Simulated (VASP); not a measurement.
Wanted: the native input for a VASP 6.6.1 run.

```
Task                   : single point
Functional             : PBE
Potentials or basis    : VASP PAW PBE potentials, release 64 (Ba_sv, Ti_sv, O_h)
Cutoff                 : 1340 eV
k mesh                 : 8 × 8 × 6
Occupations            : gaussian, width 0.05 eV
Spin                   : no spin polarisation
Dipole correction      : no
Further INCAR settings : ALGO = Normal; EDIFF = 1e-06; NBANDS = 28
```

The structure of BaTiO3 lies in POSCAR:

```
BaTiO3
1.0
    4.1049142711      0.0000000000      0.0000000000
    0.0000000000      4.1049142711      0.0000000000
    0.0000000000      0.0000000000      4.1387801373
Ba Ti O
1 1 3
Direct
    0.0000000000      0.0000000000      0.9863187693
    0.5000000000      0.5000000000      0.4690806688
    0.5000000000      0.5000000000      0.0378497747
    0.5000000000      0.0000000000      0.5173753936
    0.0000000000      0.5000000000      0.5173753936
```

This cell differs from its parent crystal: strain +0.030 along x and y, -0.015 along z.

The input as run:

INCAR

```
  PREC = Accurate
  ENCUT = 1340
  EDIFF = 1E-6
  ISMEAR = 0
  SIGMA = 0.05
  LREAL = False
  LASPH = True
  NELM = 120
  ALGO = Normal
  ISIF = 2
  LWAVE = False
  LCHARG = False
  GGA = PE
  NBANDS = 28
  GGA_COMPAT = False
```

KPOINTS

```
regular mesh
0
Gamma
  8 8 6
```

Potentials or basis: VASP PAW PBE potentials, release 64 (Ba_sv, Ti_sv, O_h).

The run is started by

```console
$ cat potpaw_PBE.64/Ba_sv/POTCAR potpaw_PBE.64/Ti_sv/POTCAR potpaw_PBE.64/O_h/POTCAR > POTCAR
$ mpirun -np 1 vasp_std > vasp.out
```

Results of the run:

```
Pressure               : -4.7 GPa
Largest force          : 0.361 eV/Å
Band gap on the k mesh : 1.72 eV (least direct gap 2.20 eV)
```

Caveat: the cell differs from its parent crystal (strain +0.030 along x and y, -0.015 along z); the stress differs along the axes, from -7 to -0 GPa; spin-orbit coupling is left out, which moves the levels of the heavy elements.

Run time: 8.8 min on 1 thread of Intel(R) Xeon(R) Platinum 8259CL CPU @ 2.50GHz (Skylake/Cascade Lake), with other jobs on the host, peak memory 0.69 GiB.
